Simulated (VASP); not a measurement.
Write the native input for VASP 6.6.1 that does the following.

* Task: single point
* Functional: PBE
* Potentials or basis: VASP PAW PBE potentials, release 64 (B, N)
* Cutoff: 520 eV
* k mesh: 10 × 10 × 2
* Occupations: gaussian, width 0.05 eV
* Spin: no spin polarisation
* Dipole correction: no
* Further INCAR settings: ALGO = Normal; EDIFF = 1e-06; NBANDS = 36

The structure of BN lies in POSCAR:

```
BN
1.0
    1.8123485118     -1.8123485118      0.0000000000
    1.8123485118      0.0000000000     -1.8123485118
    7.5380691820      7.5380691820      7.5380691820
B N
6 6
Direct
    1.0000000000      0.0000000000      0.3806425883
    0.3333333333      0.3333333333      0.2203585272
    0.6666666667      0.6666666667      0.5409266494
    1.0000000000      1.0000000000      0.8614947715
    0.3333333333      0.3333333333      0.7012107104
    0.6666666667      0.6666666667      0.0600744661
    0.6666666667      0.6666666667      0.4207136035
    0.0000000000      0.0000000000      0.2604295425
    0.3333333333      0.3333333333      0.5809976646
    0.6666666667      0.6666666667      0.9015657868
    0.0000000000      0.0000000000      0.7412817257
    0.3333333333      0.3333333333      0.1001454814
```

This cell differs from its parent crystal: the distance across one plane changed.

The input as run:

INCAR

```
SYSTEM = BN
  PREC = Accurate
  ENCUT = 520
  EDIFF = 1E-6
  ISMEAR = 0
  SIGMA = 0.05
  LREAL = .FALSE.
  LASPH = .TRUE.
  NELM = 80
  ALGO = Normal
  ISIF = 2
  LWAVE = .FALSE.
  LCHARG = .FALSE.
  GGA = PE
  NBANDS = 36
```

KPOINTS

```
regular mesh
0
G
  10 10 2
  0 0 0
```

Potentials or basis: VASP PAW PBE potentials, release 64 (B, N).

The run is started by

```sh
$ cat potpaw_PBE.64/B/POTCAR potpaw_PBE.64/N/POTCAR > POTCAR
$ mpirun -np 1 vasp_std > vasp.out
```

Results of the run:

```yaml
Pressure: -6.1 GPa
Largest_force: 1.912 eV/Å
Band_gap_on_the_k_mesh: 3.05 eV (least direct gap 4.89 eV)
```

Caveat: the cell differs from its parent crystal (the distance across one plane changed); the cell stands under tension; forces of over 1 eV/Å act on the atoms, so gaps and moduli don't describe the material at rest.

It took 53 s on 1 thread of Intel(R) Xeon(R) Platinum 8559C (Emerald Rapids) (shared host), peak memory 0.2 GiB.
